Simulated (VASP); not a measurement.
# In (P6_3/mmc) in VASP: further runs, part 2 of 2

VASP 6.6.1. Earlier steps stand in the parts before.

## (5) Single point, PBE+D3(BJ) (strain +0.030 along x and y, +0.000 along z)

INCAR reads:

```
SYSTEM = In
ALGO = Fast ; EDIFF = 1E-6
ENCUT = 520 ; GGA = PE
ISIF = 2 ; ISMEAR = 0
IVDW = 12 ; LASPH = .TRUE.
LCHARG = .TRUE. ; LELF = .TRUE.
LREAL = .FALSE. ; LVHAR = .TRUE.
LWAVE = .FALSE. ; NBANDS = 20
NELM = 100 ; PREC = Accurate
SIGMA = 0.15
```

KPOINTS reads:

```
k-points
0
G
  18 18 10
  0 0 0
```

POSCAR reads:

```
In
1.0
    3.4355493255      0.0000000000      0.0000000000
   -1.7177746627      2.9752729918      0.0000000000
    0.0000000000      0.0000000000      5.5091429200
In
2
Direct
    0.3333333333      0.6666666667      0.2500000000
    0.6666666667      0.3333333333      0.7500000000
```

Potentials or basis: VASP PAW PBE potentials, release 64 (In_d).

On the command line:

```sh
cat potpaw_PBE.64/In_d/POTCAR > POTCAR
mpirun -np 1 vasp_std > vasp.out
```

OUTCAR:

```text
SYSTEM = In
   EDIFF = 1E-6
   ENCUT = 520
   GGA = PE
   ISIF = 2
   ISMEAR = 0
   IVDW = 12
   LASPH = .TRUE.
   LREAL = .FALSE.
   NELM = 100
   PREC = Accurate
 IVDW          = 12

 ion  position               nearest neighbor table
   1  0.333  0.667  0.250-   2 3.39   2 3.39   2 3.39   2 3.39   2 3.39   2 3.39
   2  0.667  0.333  0.750-   1 3.39   1 3.39   1 3.39   1 3.39   1 3.39   1 3.39

  LATTYP: Found a hexagonal cell.
 ALAT       =     3.4355493255
 C/A-ratio  =     1.6035697346

  Lattice vectors:
[... 745 lines left out ...]

 Edisp (eV)   -0.62715

 E8    (eV) :    -0.3129

  FORCE on cell =-STRESS in cart. coord.  units (eV):
  Direction    XX          YY          ZZ          XY          YZ          ZX
  --------------------------------------------------------------------------------------
  -------------------------------------------------------------------------------------
  Total      -0.88827    -0.88827    -0.78404    -0.00000     0.00000     0.00000
  in kB     -25.27243   -25.27243   -22.30713    -0.00000     0.00000     0.00000
  external pressure =      -24.28 kB  Pullay stress =        0.00 kB

 VOLUME and BASIS-vectors are now :
 -----------------------------------------------------------------------------
  energy-cutoff  :      520.00
  volume of cell :       56.31
      direct lattice vectors                 reciprocal lattice vectors
     3.435549325  0.000000000  0.000000000     0.291074267  0.168051806  0.000000000
    -1.717774663  2.975272992  0.000000000     0.000000000  0.336103612  0.000000000
     0.000000000  0.000000000  5.509142920     0.000000000  0.000000000  0.181516438

 POSITION                                       TOTAL-FORCE (eV/Angst)
 -----------------------------------------------------------------------------------
     -0.00000      1.98352      1.37729         0.000000     -0.000000     -0.000000
      1.71777      0.99176      4.13186        -0.000000      0.000000      0.000000
 -----------------------------------------------------------------------------------
    total drift:                               -0.000000      0.000000      0.000000

  FREE ENERGIE OF THE ION-ELECTRON SYSTEM (eV)
  ---------------------------------------------------
  free  energy   TOTEN  =        -5.7392235271 eV

  energy  without entropy=       -5.7280518298  energy(sigma->0) =       -5.73363768
```

OSZICAR:

```text
N       E                     dE             d eps       ncg     rms          rms(c)
DAV:   1     0.210462662365E+03    0.21046E+03   -0.13133E+04  8916   0.177E+03
DAV:   2     0.104068268301E+02   -0.20006E+03   -0.19655E+03  8952   0.372E+02
DAV:   3    -0.469385005773E+01   -0.15101E+02   -0.15004E+02 10380   0.117E+02
DAV:   4    -0.513153450831E+01   -0.43768E+00   -0.43747E+00 10512   0.221E+01
DAV:   5    -0.515736122666E+01   -0.25827E-01   -0.25825E-01 13040   0.444E+00    0.287E+00
RMM:   6    -0.511933362999E+01    0.38028E-01   -0.66582E-02 10401   0.337E+00    0.149E+00
RMM:   7    -0.511206450300E+01    0.72691E-02   -0.28373E-02  9944   0.178E+00    0.282E-01
RMM:   8    -0.511185768613E+01    0.20682E-03   -0.42999E-03 11524   0.102E+00    0.910E-02
RMM:   9    -0.511201327517E+01   -0.15559E-03   -0.15899E-03 12990   0.356E-01    0.630E-02
RMM:  10    -0.511205011895E+01   -0.36844E-04   -0.53398E-04 11364   0.374E-01    0.343E-02
RMM:  11    -0.511206028957E+01   -0.10171E-04   -0.23951E-04 12286   0.156E-01    0.394E-02
RMM:  12    -0.511207192664E+01   -0.11637E-04   -0.10924E-04 13455   0.962E-02    0.568E-02
RMM:  13    -0.511207149656E+01    0.43008E-06   -0.22792E-05 11685   0.457E-02    0.434E-02
RMM:  14    -0.511207227617E+01   -0.77961E-06   -0.55448E-06  7930   0.239E-02
   1 F= -.57392235E+01 E0= -.57336377E+01  d E =-.111717E-01
```

Wall time 2.4 min (1 thread of AMD EPYC 9R45 (Zen 5), shared host); peak memory 0.3 GiB.

Results:

```
Free energy                : -5.7392 eV
Pressure                   : -2.4 GPa
Band gap on the k mesh     : zero (bands 13 and 14 overlap by 6.05 eV)
Dispersion energy per atom : -0.314 eV
```

Stress tensor (GPa, compression positive):
```
-2.53  0.00  0.00
 0.00 -2.53  0.00
 0.00  0.00 -2.23
```

Levels at points of the mesh, in eV from the Fermi level:
```csv
k point,band 9,band 10,band 11,band 12,band 13,band 14,band 15,band 16,band 17,band 18
"(0.00, 0.00, 0.00)",-14.34,-14.34,-9.08,-4.13,-3.04,7.59,7.59,9.38,9.38,10.43
"(0.50, 0.00, 0.00)",-14.31,-14.31,-4.86,-4.02,0.07,0.52,0.91,2.87,3.70,7.01
"(0.00, 0.00, 0.50)",-14.39,-14.39,-7.74,-7.74,3.18,3.18,8.58,8.58,8.58,8.58
"(0.50, 0.00, 0.50)",-14.32,-14.32,-3.63,-3.63,-2.46,-2.46,5.19,5.19,5.97,5.97
```

Caveat: the cell differs from its parent crystal (strain +0.030 along x and y, +0.000 along z); spin-orbit coupling is left out, which moves the levels of the heavy elements.

## (6) Single point, PBE+D3(BJ) (strain +0.030 along x and y, +0.030 along z)

INCAR reads:

```
SYSTEM = In
  ALGO = Fast
  EDIFF = 1E-6
  ENCUT = 520
  GGA = PE
  ISIF = 2
  ISMEAR = 0
  IVDW = 12
  LASPH = .True.
  LCHARG = .True.
  LELF = .True.
  LREAL = .False.
  LVHAR = .True.
  LWAVE = .False.
  NBANDS = 20
  NELM = 80
  PREC = Accurate
  SIGMA = 0.15
```

KPOINTS reads:

```
k-points
0
Gamma
  18 18 10
  0 0 0
```

Edit POSCAR of step 5 so:

```diff
@@ -4,3 +4,3 @@
    -1.7177746627      2.9752729918      0.0000000000
-    0.0000000000      0.0000000000      5.5091429200
+    0.0000000000      0.0000000000      5.6744172076
 In
```

Potentials or basis: VASP PAW PBE potentials, release 64 (In_d).

On the command line:

```sh
cat potpaw_PBE.64/In_d/POTCAR > POTCAR
mpirun -np 1 vasp_std > vasp.out
```

OUTCAR:

```text
SYSTEM = In
   EDIFF = 1E-6
   ENCUT = 520
   GGA = PE
   ISIF = 2
   ISMEAR = 0
   IVDW = 12
   LASPH = .True.
   LREAL = .False.
   NELM = 80
   PREC = Accurate
 IVDW          = 12

 ion  position               nearest neighbor table
   1  0.333  0.667  0.250-   2 3.46   2 3.46   2 3.46   2 3.46   2 3.46   2 3.46
   2  0.667  0.333  0.750-   1 3.46   1 3.46   1 3.46   1 3.46   1 3.46   1 3.46

  LATTYP: Found a hexagonal cell.
 ALAT       =     3.4355493255
 C/A-ratio  =     1.6516768266

  Lattice vectors:
[... 745 lines left out ...]

 Edisp (eV)   -0.60858

 E8    (eV) :    -0.3037

  FORCE on cell =-STRESS in cart. coord.  units (eV):
  Direction    XX          YY          ZZ          XY          YZ          ZX
  --------------------------------------------------------------------------------------
  -------------------------------------------------------------------------------------
  Total      -1.09224    -1.09224    -1.22429    -0.00000    -0.00000     0.00000
  in kB     -30.17059   -30.17059   -33.81826    -0.00000    -0.00000     0.00000
  external pressure =      -31.39 kB  Pullay stress =        0.00 kB

 VOLUME and BASIS-vectors are now :
 -----------------------------------------------------------------------------
  energy-cutoff  :      520.00
  volume of cell :       58.00
      direct lattice vectors                 reciprocal lattice vectors
     3.435549325  0.000000000  0.000000000     0.291074267  0.168051806  0.000000000
    -1.717774663  2.975272992  0.000000000     0.000000000  0.336103612  0.000000000
     0.000000000  0.000000000  5.674417208     0.000000000  0.000000000  0.176229552

 POSITION                                       TOTAL-FORCE (eV/Angst)
 -----------------------------------------------------------------------------------
     -0.00000      1.98352      1.41860         0.000000     -0.000000      0.000000
      1.71777      0.99176      4.25581        -0.000000      0.000000      0.000000
 -----------------------------------------------------------------------------------
    total drift:                               -0.000000      0.000000      0.000000

  FREE ENERGIE OF THE ION-ELECTRON SYSTEM (eV)
  ---------------------------------------------------
  free  energy   TOTEN  =        -5.7103901820 eV

  energy  without entropy=       -5.6983497759  energy(sigma->0) =       -5.70436998
```

Run time: 2.4 min. Hardware: 1 thread of AMD EPYC 9R45 (Zen 5), shared host; peak memory 0.31 GiB.

What came out:

```
Free energy                : -5.7104 eV
Pressure                   : -3.1 GPa
Band gap on the k mesh     : zero (bands 13 and 14 overlap by 5.54 eV)
Dispersion energy per atom : -0.304 eV
```

Caveat: the cell differs from its parent crystal (strain +0.030 along x and y, +0.030 along z); the cell stands under tension; spin-orbit coupling is left out, which moves the levels of the heavy elements.

## (7) Summary

| cell | further INCAR settings | gap on the mesh (eV) | pressure (GPa) |
| --- | --- | --- | --- |
| a = 3.285, b = 3.285, c = 5.674 Å, angles 90.0, 90.0, 120.0°, 2 atoms | ALGO = Fast; EDIFF = 1e-06; NBANDS = 20 | none | -0.4 |
| a = 3.335, b = 3.335, c = 5.674 Å, angles 90.0, 90.0, 120.0°, 2 atoms | ALGO = Fast; EDIFF = 1e-07; NBANDS = 20 | none | -1.5 |
| a = 3.436, b = 3.436, c = 5.344 Å, angles 90.0, 90.0, 120.0°, 2 atoms | ALGO = Fast; EDIFF = 1e-06; NBANDS = 20 | none | -1.5 |
| a = 3.436, b = 3.436, c = 5.509 Å, angles 90.0, 90.0, 120.0°, 2 atoms | ALGO = Fast; EDIFF = 1e-06; NBANDS = 20 | none | -2.4 |
| a = 3.436, b = 3.436, c = 5.674 Å, angles 90.0, 90.0, 120.0°, 2 atoms | ALGO = Fast; EDIFF = 1e-06; NBANDS = 20 | none | -3.1 |

Alike in all rows: task single point; level PBE+D3(BJ); potentials or basis VASP PAW PBE potentials, release 64 (In_d); no spin polarisation; k mesh 18 × 18 × 10; cutoff (eV) 520; smearing gaussian 0.15 eV.

Caveats: spin-orbit coupling is left out, which moves the levels of the heavy elements; the cell stands under tension (at least some runs).

Absolute energies hang on the potentials; compare differences alone.
